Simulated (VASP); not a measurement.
CdTe, 2 atoms in the cell. Symmetry: F-43m, No. 216, cubic system. The conventional cell has a = 6.410 Å, b = 6.410 Å, c = 6.410 Å, α = 90.00°, β = 90.00°, γ = 90.00°. Within 3.7 Å of Te (site symmetry -43m) lie 4 Cd at 2.78 Å. Cd (site symmetry -43m) has 4 Te at 2.78 Å within 3.7 Å. 

* Program: VASP 6.6.1
* Task: relaxation of cell and atoms
* Functional: LDA
* Potentials or basis: VASP PAW LDA potentials, release 64 (Te, Cd)
* Cutoff: 600 eV
* k mesh: 7 × 7 × 7
* Occupations: fermi-dirac, width 0.05 eV
* Spin: no spin polarisation
* Dipole correction: no
* Further INCAR settings: ALGO = Normal; EDIFF = 1e-06; IBRION = 2; EDIFFG = -0.005; NSW = 80; ISIF = 3

Potentials or basis: VASP PAW LDA potentials, release 64 (Te, Cd).

Launch:

```sh
$ cat potpaw_LDA.64/Te/POTCAR potpaw_LDA.64/Cd/POTCAR > POTCAR
$ mpirun -np 1 vasp_std > vasp.out
```

Hardware: 1 thread of Intel Xeon 6975P-C, on a shared host.

Problem. Estimate the wall time of this run.

Solution. Run time: 32 s on 1 thread of Intel Xeon 6975P-C, on a shared host, peak memory 0.2 GiB. Counts: scf iterations 23, k points 20, ion steps 3.
